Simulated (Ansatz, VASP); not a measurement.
Two plane-wave programs on La2O3

```
La O
1.0
     3.93078    0.00000    0.00000
    -1.96539    3.40415    0.00000
     0.00000    0.00000    6.11195
La O
2 3
Direct
  0.66667 0.33333 0.75376
  0.33333 0.66667 0.24624
  0.66667 0.33333 0.35411
  0.33333 0.66667 0.64589
  0.00000 0.00000 0.00000
```

Alike in both runs: task single point; functional PBE; k mesh 9 × 9 × 4; occupations gaussian, width 0.05 eV; no spin polarisation.

|  | VASP | Ansatz |
| --- | --- | --- |
| version | VASP 6.6.1 | Ansatz 0.2.0 |
| potentials or method | VASP PAW PBE potentials, release 64 (La, O), cutoff 520 eV | scalar-relativistic, plane waves, PAW |
| valence electrons in the cell | 40 | 40 |

```tsv
	VASP	Ansatz	Ansatz less VASP
gap on the k mesh at the Fermi level (eV)	3.88	3.87	-0.010
pressure (GPa)	1.6	1.9	+0.29
traceless stress, the component that is largest in VASP (GPa)	0.22	0.18	-0.041
rms of the force components (eV/Å)	0.004	0.006	+0.0020
```

Atom by atom the forces differ by 0.005 eV/Å (rms over components). With one functional, cell and mesh, what is left measures potentials, basis and numerics.

Spin-orbit coupling is off throughout.
